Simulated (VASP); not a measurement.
# Li (R-3m) in VASP: notebook

Li is run at these levels: LDA, PBEsol, r2SCAN; tasks: single point.

Program: VASP 6.6.1. These are calculated values, not measurements. Logs are shortened: lines on timing, memory, paths and dates and some standing lists are left out, and cuts for length are marked.

### Step 1. The cell of the first run

The structure is trigonal, space group R-3m (No. 166). Conventional cell: a = 3.101 Å, b = 3.101 Å, c = 22.765 Å, α = 90.00°, β = 90.00°, γ = 120.00°. Li (site symmetry 3m) has 12 Li at 3.09 to 3.10 Å within 4.1 Å. Li (site symmetry -3m) has 12 Li at 3.10 Å within 4.1 Å.

### Step 2. Single point, LDA

The input, INCAR:

```
PREC = Accurate
ENCUT = 520
EDIFF = 1E-6
ISMEAR = -1
SIGMA = 0.05
LREAL = F
LASPH = T
NELM = 60
ALGO = Normal
ISIF = 2
LWAVE = F
LCHARG = T
LELF = T
LVHAR = T
NBANDS = 12
```

The input, KPOINTS:

```
Automatic mesh
0
Gamma
  6 6 6
```

The input, POSCAR:

```
Li
1.0
    1.5505000000      0.8951815924      7.5883000000
   -1.5505000000      0.8951815924      7.5883000000
    0.0000000000     -1.7903631848      7.5883000000
Li
3
Direct
    0.7780000000      0.7780000000      0.7780000000
    0.2220000000      0.2220000000      0.2220000000
    0.0000000000      0.0000000000      0.0000000000
```

Potentials or basis: VASP PAW LDA potentials, release 64 (Li_sv).

Launch:

```sh
> cat potpaw_LDA.64/Li_sv/POTCAR > POTCAR
> mpirun -np 1 vasp_std > vasp.out
```

OUTCAR:

```text
PREC = Accurate
   ENCUT = 520
   EDIFF = 1E-6
   ISMEAR = -1
   LREAL = F
   LASPH = T
   NELM = 60
   ISIF = 2

 ion  position               nearest neighbor table
   1  0.778  0.778  0.778-
   2  0.222  0.222  0.222-
   3  0.000  0.000  0.000-

  LATTYP: Found a trigonal (rhomboedric) cell.
 ALAT       =     7.7966465370
 COS(alpha) =     0.9209033946

  Lattice vectors:

 A1 = (   1.5505000000,   0.8951815924,   7.5883000000)
 A2 = (  -1.5505000000,   0.8951815924,   7.5883000000)
 A3 = (   0.0000000000,  -1.7903631848,   7.5883000000)

Analysis of symmetry for initial positions (statically):
=====================================================================
 Subroutine PRICEL returns:
 Original cell was already a primitive cell.

 Routine SETGRP: Setting up the symmetry group for a
 trigonal (rhombohedral) supercell.

 Subroutine GETGRP returns: Found 12 space group operations
 (whereof 12 operations were pure point group operations)
 out of a pool of 12 trial point group operations.

The static configuration has the point symmetry D_3d.

Analysis of symmetry for dynamics (positions and initial velocities):
=====================================================================
 Subroutine PRICEL returns:
 Original cell was already a primitive cell.

 Routine SETGRP: Setting up the symmetry group for a
 trigonal (rhombohedral) supercell.

 Subroutine GETGRP returns: Found 12 space group operations
 (whereof 12 operations were pure point group operations)
 out of a pool of 12 trial point group operations.

The dynamic configuration has the point symmetry D_3d.

 Subroutine INISYM returns: Found 12 space group operations
 (whereof 12 operations are pure point group operations),
 and found     1 'primitive' translations

----------------------------------------------------------------------------------------

                                     Primitive cell

  volume of cell :      63.1944

  direct lattice vectors                    reciprocal lattice vectors
     1.550500000  0.895181592  7.588300000     0.322476620  0.186181964  0.043927274
    -1.550500000  0.895181592  7.588300000    -0.322476620  0.186181964  0.043927274
     0.000000000 -1.790363185  7.588300000     0.000000000 -0.372363927  0.043927274

  length of vectors
     7.796646537  7.796646537  7.796646537     0.374945996  0.374945996  0.374945996

  position of ions in fractional coordinates (direct lattice)
     0.778000000  0.778000000  0.778000000
     0.222000000  0.222000000  0.222000000
     0.000000000  0.000000000  0.000000000

  ion indices of the primitive-cell ions
   primitive index   ion index
                 1           1
                 2           2
                 3           3

----------------------------------------------------------------------------------------

 KPOINTS: Automatic mesh

Automatic generation of k-mesh.
 Grid dimensions read from file:
 generate k-points for:    6    6    6

 Generating k-lattice:

  Cartesian coordinates                     Fractional coordinates (reciprocal lattice)
     0.053746103  0.031030327  0.007321212     0.166666667  0.000000000  0.000000000
    -0.053746103  0.031030327  0.007321212     0.000000000  0.166666667  0.000000000
     0.000000000 -0.062060655  0.007321212     0.000000000  0.000000000  0.166666667

  Length of vectors
     0.062490999  0.062490999  0.062490999

  Shift w.r.t. Gamma in fractional coordinates (k-lattice)
     0.000000000  0.000000000  0.000000000

 Subroutine IBZKPT returns following result:
 ===========================================

 Found     32 irreducible k-points:

 Following reciprocal coordinates:
            Coordinates               Weight
  0.000000  0.000000  0.000000      1.000000
  0.166667  0.000000  0.000000      6.000000
  0.333333  0.000000  0.000000      6.000000
  0.500000  0.000000  0.000000      3.000000
  0.166667  0.166667  0.000000      6.000000
  0.333333  0.166667  0.000000     12.000000
[... 16 lines left out ...]
  0.500000  0.500000  0.166667      6.000000
 -0.333333  0.500000  0.166667     12.000000
 [... further k-points ...]
   k-points           NKPTS =     32   k-points in BZ     NKDIM =     32   number of bands    NBANDS=     12
   number of dos      NEDOS =    301   number of ions     NIONS =      3
   total plane-waves  NPLWV = 216000
   dimension x,y,z NGX =    60 NGY =   60 NGZ =   60
   dimension x,y,z NGXF=   120 NGYF=  120 NGZF=  120
   ions per type =               3
   NGX,Y,Z   is equivalent  to a cutoff of  12.79, 12.79, 12.79 a.u.
   NGXF,Y,Z  is equivalent  to a cutoff of  25.59, 25.59, 25.59 a.u.
 SYSTEM =  unknown system
   PREC   = accura    normal or accurate (medium, high low for compatibility)
   ISTART =      0    job   : 0-new  1-cont  2-samecut
   ICHARG =      2    charge: 1-file 2-atom 10-const
   ISPIN  =      1    spin polarized calculation?
   LNONCOLLINEAR =      F non collinear calculations
   LSORBIT =      F    spin-orbit coupling
   LASPH  =      T    aspherical Exc in radial PAW
   ENCUT  =  520.0 eV  38.22 Ry    6.18 a.u.  14.50 14.50 14.50*2*pi/ulx,y,z
   NELM   =     60;   NELMIN=  2; NELMDL= -5     # of ELM steps
   EDIFF  = 0.1E-05   stopping-criterion for ELM
   LREAL  =      F    real-space projection
   EDIFFG = 0.1E-04   stopping-criterion for IOM
   NSW    =      0    number of steps for IOM
   IBRION =     -1    ionic relax: 0-MD 1-quasi-New 2-CG
   NFREE  =      0    steps in history (QN), initial steepest desc. (CG)
   ISIF   =      2    stress and relaxation
   ISYM   =      2    0-nonsym 1-usesym 2-fastsym
   POTIM  = 0.5000    time-step for ionic-motion
   TEBEG  =    0.0;   TEEND  =   0.0 temperature during run
   PSTRESS=    0.0 pullay stress
   NELECT =       9.0000    total number of electrons
   NUPDOWN=      -1.0000    fix difference up-down
   EMIN   =  10.00;   EMAX   =-10.00  energy-range for DOS
   EFERMI =   0.00;   METHOD = LEGACY
   ISMEAR =    -1;   SIGMA  =   0.05  broadening in eV -4-tet -1-fermi 0-gaus
   EFERMI_NEDOS =   21; number of points for ismear=-14 and -15
   IALGO  =     38    algorithm
   IMIX   =      4    mixing-type and parameters
     AMIX     =   0.40;   BMIX     =  1.00
     AMIX_MAG =   1.60;   BMIX_MAG =  1.00
  volume/ion in A,a.u.               =      21.06       142.15
  Fermi-wavevector in a.u.,A,eV,Ry     =   0.854928  1.615579  9.944520  0.730902
  Thomas-Fermi vector in A             =   1.971599
   LORBIT       =      0    0 simple, 1 ext, 2 COOP (PROOUT), +10 PAW based schemes
   GGA     = CA    functional components
   LHFCALC =     F    Hartree Fock is set to
   AEXX    =    0.0000 exact exchange contribution
   IVDW    =     0    specifies the selected vdW correction
   LEPSILON=     F    determine dielectric tensor
   LRPA    =     F    only Hartree local field effects (RPA)
 non-spin polarized calculation
  energy-cutoff  :      520.00
  volume of cell :       63.19
 maximum number of plane-waves:      1718
 NGX is ok and might be reduce to    60
   NGX = 29   NGY = 29   NGZ = 29

 number of electron       9.0000011 magnetization

 Free energy of the ion-electron system (eV)
  ---------------------------------------------------
  ext. energy  EPLUGINS =         0.00000000
  ---------------------------------------------------
  free energy    TOTEN  =        -6.08415950 eV

  energy without entropy =       -6.06848303  energy(sigma->0) =       -6.07632126

 E-fermi :   0.4336     XC(G=0):  -7.0476

 val. band max:        0.4124439048   @ k =  -0.3333   0.5000   0.1667
 cond. band min:       0.4398034527   @ k =   0.5000   0.0000   0.0000
 fundamental gap:      0.0273595479
 Fermi energy:         0.4336120510

 k-point     1 :       0.0000    0.0000    0.0000
  band No.  band energies     occupation
      1     -45.2064      2.00000
      2     -45.1915      2.00000
      3     -45.1856      2.00000
      4      -2.9530      2.00000
      5      -1.0500      2.00000
      6      -1.0499      2.00000
      7       6.0074      0.00000
      8       6.0350      0.00000
      9      12.7600      0.00000
     10      12.7600      0.00000
     11      12.8835      0.00000
     12      12.8835      0.00000

 k-point     2 :       0.1667    0.0000    0.0000
  band No.  band energies     occupation
      1     -45.2029      2.00000
      2     -45.1888      2.00000
      3     -45.1832      2.00000
      4      -2.5188      2.00000
      5      -0.7985      2.00000
      6      -0.3808      2.00000
      7       5.7700      0.00000
      8       6.7118      0.00000
      9       9.6284      0.00000
     10      10.5800      0.00000
     11      11.0313      0.00000
     12      11.4888      0.00000

 k-point     3 :       0.3333    0.0000    0.0000
  band No.  band energies     occupation
      1     -45.1959      2.00000
      2     -45.1831      2.00000
      3     -45.1789      2.00000
      4      -1.2224      2.00000
      5       0.2874      1.89816
      6       1.1286      0.00000
      7       4.6354      0.00000
      8       6.0004      0.00000
      9       7.6044      0.00000
     10       7.9555      0.00000
     11       9.1958      0.00000
     12       9.6002      0.00000
[... 286 lines left out ...]
 k-point    23 :       0.5000    0.5000    0.1667
  band No.  band energies     occupation
      1     -45.1957      2.00000
      2     -45.1840      2.00000
      3     -45.1783      2.00000
      4      -0.9443      2.00000
      5      -0.5356      2.00000
      6       2.3558      0.00000
      7       3.7505      0.00000
      8       5.9570      0.00000
      9       6.6281      0.00000
     10       8.6350      0.00000
     11       9.1330      0.00000
     12      10.9117      0.00000

 k-point    24 :      -0.3333    0.5000    0.1667
  band No.  band energies     occupation
      1     -45.1923      2.00000
      2     -45.1801      2.00000
      3     -45.1770      2.00000
      4       0.4124      1.20858
      5       0.5556      0.16034
      6       2.7421      0.00000
      7       4.3318      0.00000
      8       4.7842      0.00000
      9       5.2124      0.00000
     10       6.1541      0.00000
     11       7.9490      0.00000
     12       8.6595      0.00000

 [... further k-points ...]
[... 5 lines left out ...]
  --------------------------------------------------------------------------------------
  -------------------------------------------------------------------------------------
  Total       -0.4665221     -0.4665221     -0.6492020      0.0000000      0.0000000     -0.0000000
  in kB      -11.8278047    -11.8278047    -16.4593152      0.0000000      0.0000000     -0.0000000
  external PRESSURE =     -13.3716415 kB  Pullay stress =       0.0000000 kB

 VOLUME and BASIS-vectors are now :
 -----------------------------------------------------------------------------
  energy-cutoff  :      520.00
  volume of cell :       63.19
      direct lattice vectors                 reciprocal lattice vectors
     1.550500000  0.895181592  7.588300000     0.322476620  0.186181964  0.043927274
    -1.550500000  0.895181592  7.588300000    -0.322476620  0.186181964  0.043927274
     0.000000000 -1.790363185  7.588300000     0.000000000 -0.372363927  0.043927274

 POSITION                                       TOTAL-FORCE (eV/Angst)
 -----------------------------------------------------------------------------------
      0.00000      0.00000     17.71109         0.000000     -0.000000     -0.005686
      0.00000      0.00000      5.05381         0.000000     -0.000000      0.005686
      0.00000      0.00000      0.00000        -0.000000      0.000000      0.000000
 -----------------------------------------------------------------------------------
    total drift:                               -0.000000     -0.000000      0.000000

  FREE ENERGIE OF THE ION-ELECTRON SYSTEM (eV)
  ---------------------------------------------------
  free  energy   TOTEN  =        -6.0841595012 eV

  energy  without entropy=       -6.0684830271  energy(sigma->0) =       -6.07632126
```

It took 2.1 min on 1 thread of AMD EPYC 7R13 (Zen 3), shared host; peak memory 0.28 GiB.

Results:

```
Free energy   : -6.0842 eV
Largest force : 0.006 eV/Å
```

Forces on the atoms (eV/Å):
```
Li   0.000  0.000 -0.006
Li   0.000  0.000  0.006
Li   0.000  0.000  0.000
```

Caveat: the k points lie up to 0.39 Å⁻¹ apart; the cutoff is under 1.25 times the usual one of these potentials, so pressure, stress and relaxed cells hold a basis-set (Pulay) error.

### Step 3. Single point, PBEsol

The input, INCAR:

```
SYSTEM = Li
ALGO = Normal ; EDIFF = 1E-6
ENCUT = 520 ; GGA = PS
ISIF = 2 ; ISMEAR = -1
LASPH = .True. ; LCHARG = .False.
LREAL = .False. ; LWAVE = .False.
NBANDS = 12 ; NELM = 60
PREC = Accurate ; SIGMA = 0.05
```

The input, KPOINTS:

```
k-points
0
Gamma
  6 6 6
  0 0 0
```

POSCAR is that of step 2.

Potentials or basis: VASP PAW PBE potentials, release 64 (Li_sv).

Launch:

```sh
> cat potpaw_PBE.64/Li_sv/POTCAR > POTCAR
> mpirun -np 1 vasp_std > vasp.out
```

Run time: 2.2 min. Hardware: 1 thread of AMD EPYC 7R13 (Zen 3), shared host; peak memory 0.4 GiB.

The run converged. Its results:

```
Free energy   : -5.8705 eV
Largest force : 0.006 eV/Å
```

Forces in eV/Å, atoms in the order of the input:
```
Li   0.000  0.000 -0.006
Li   0.000  0.000  0.006
Li   0.000  0.000  0.000
```

Levels at points of the mesh, in eV from the Fermi level:
| k point | band 3 | band 4 | band 5 | band 6 | band 7 | band 8 |
| --- | --- | --- | --- | --- | --- | --- |
| (0.00, 0.00, 0.00) | -45.89 | -3.44 | -1.51 | -1.51 | 5.60 | 5.62 |
| (0.50, 0.00, 0.00) | -45.89 | 0.01 | 0.87 | 1.09 | 3.69 | 3.82 |
| (0.50, 0.50, 0.00) | -45.89 | 0.30 | 0.39 | 1.20 | 3.18 | 4.38 |
| (0.50, 0.50, 0.50) | -45.89 | -2.95 | -2.95 | 0.07 | 2.88 | 10.31 |

Caveat: the k points lie up to 0.39 Å⁻¹ apart; the cutoff is under 1.25 times the usual one of these potentials, so pressure, stress and relaxed cells hold a basis-set (Pulay) error; the PAW data sets were made with another functional, which shifts forces and pressure a little.

### Step 4. Single point, r2SCAN

POSCAR is that of step 3.

The input, INCAR.step1:

```
PREC     = Accurate       # precision mode
ENCUT    = 520            # plane-wave cutoff, eV
ISMEAR   = -1             # smearing method
SIGMA    = 0.05           # smearing width, eV
LREAL    = False          # projectors in reciprocal space
LASPH    = True           # aspherical terms in the spheres
NELM     = 80             # most SCF steps
NBANDS   = 12             # bands
GGA      = PE             # functional
ALGO     = Normal         # electronic algorithm
EDIFF    = 1E-4           # SCF threshold, eV
LWAVE    = True           # write WAVECAR
LCHARG   = False          # write CHGCAR
```

The input, INCAR.step2:

```
PREC     = Accurate       # precision mode
ENCUT    = 520            # plane-wave cutoff, eV
EDIFF    = 1E-6           # SCF threshold, eV
ISMEAR   = -1             # smearing method
SIGMA    = 0.05           # smearing width, eV
LREAL    = False          # projectors in reciprocal space
LASPH    = True           # aspherical terms in the spheres
NELM     = 80             # most SCF steps
ALGO     = Normal         # electronic algorithm
ISIF     = 2              # what is computed and relaxed
LWAVE    = False          # write WAVECAR
LCHARG   = False          # write CHGCAR
METAGGA  = R2SCAN         # meta-GGA
LMIXTAU  = True         
NBANDS   = 12             # bands
ISTART   = 1
```

The input, KPOINTS:

```
regular mesh
0
Gamma
  6 6 6
```

Launch:

```sh
> cat potpaw_PBE.64/Li_sv/POTCAR > POTCAR
> cp INCAR.step1 INCAR
> mpirun -np 1 vasp_std > vasp.out
> cp INCAR.step2 INCAR
> mpirun -np 1 vasp_std > vasp.out
```

Run time: 11 min. Hardware: 1 thread of AMD EPYC 7R13 (Zen 3), shared host; peak memory 0.46 GiB.

The run converged. Its results:

```
Free energy   : -7.1198 eV
Largest force : 0.022 eV/Å
```

Forces on the atoms (eV/Å):
```
Li   0.000  0.000 -0.022
Li   0.000  0.000  0.022
Li   0.000  0.000  0.000
```

Levels at points of the mesh, in eV from the Fermi level:
| k point | band 3 | band 4 | band 5 | band 6 | band 7 | band 8 |
| --- | --- | --- | --- | --- | --- | --- |
| (0.00, 0.00, 0.00) | -48.08 | -3.73 | -1.63 | -1.63 | 6.08 | 6.10 |
| (0.50, 0.00, 0.00) | -48.07 | 0.01 | 0.95 | 1.20 | 3.98 | 4.15 |
| (0.50, 0.50, 0.00) | -48.07 | 0.33 | 0.42 | 1.31 | 3.45 | 4.76 |
| (0.50, 0.50, 0.50) | -48.08 | -3.20 | -3.20 | 0.08 | 3.13 | 11.25 |

Caveat: the k points lie up to 0.39 Å⁻¹ apart; the cutoff is under 1.25 times the usual one of these potentials, so pressure, stress and relaxed cells hold a basis-set (Pulay) error; the PAW data sets were made with another functional, which shifts forces and pressure a little.

### Step 5. Summary

| level | potentials or basis | gap on the mesh (eV) | largest force (eV/Å) |
| --- | --- | --- | --- |
| LDA | VASP PAW LDA potentials, release 64 (Li_sv) | none | 0.01 |
| PBEsol | VASP PAW PBE potentials, release 64 (Li_sv) | none | 0.01 |
| r2SCAN | VASP PAW PBE potentials, release 64 (Li_sv) | none | 0.02 |

Alike in all rows: task single point; no spin polarisation; cell as given; k mesh 6 × 6 × 6; cutoff (eV) 520; smearing fermi-dirac 0.05 eV.

Caveats: all runs use coarse meshes; the cutoff is under 1.25 times the usual one of these potentials, so pressure, stress and relaxed cells hold a basis-set (Pulay) error; the PAW data sets were made with another functional, which shifts forces and pressure a little (some runs).

Total energies depend on the potentials used, so only differences within one code and one set of settings carry meaning.
